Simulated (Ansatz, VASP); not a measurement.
Two plane-wave programs on CsGaAg2

```
Cs Ga Ag
1.0
     2.01792    1.16505    7.10090
    -2.01792    1.16505    7.10090
     0.00000   -2.33009    7.10090
Cs Ga Ag
1 1 2
Direct
  0.00000 0.00000 0.00000
  0.50000 0.50000 0.50000
  0.22200 0.22200 0.22200
  0.77800 0.77800 0.77800
```

Alike in both runs: task relaxation of cell and atoms; functional PBE; k mesh 6 × 6 × 6; occupations gaussian, width 0.1 eV; no spin polarisation.

```csv
,VASP,Ansatz
version,VASP 6.6.1,Ansatz 0.2.0
potentials or method,"VASP PAW PBE potentials, release 64 (Cs_sv, Ga_d, Ag), cutoff 600 eV","scalar-relativistic, plane waves, PAW"
valence electrons in the cell,44,60
```

Ansatz gave:

- gap on the k mesh at the Fermi level, each at its own relaxed structure (eV): none
- relaxed volume (Å³/atom): 32.23
- relaxed cell length with the largest relative difference (Å): 7.292

Task: Which values does VASP return?

Result: gap on the k mesh at the Fermi level, each at its own relaxed structure (eV): none; relaxed volume (Å³/atom): 32.39; relaxed cell length with the largest relative difference (Å): 7.299.

A gap of «none» marks a metal or a gap that the smearing closes. VASP's potentials hold 44 valence electrons a cell and Ansatz's 60, so a difference there can come from the potentials and not from the codes.

Spin-orbit coupling is off throughout. Noted on VASP's run: the volume moved by over 15 % at a fixed basis, so the end points are rough.
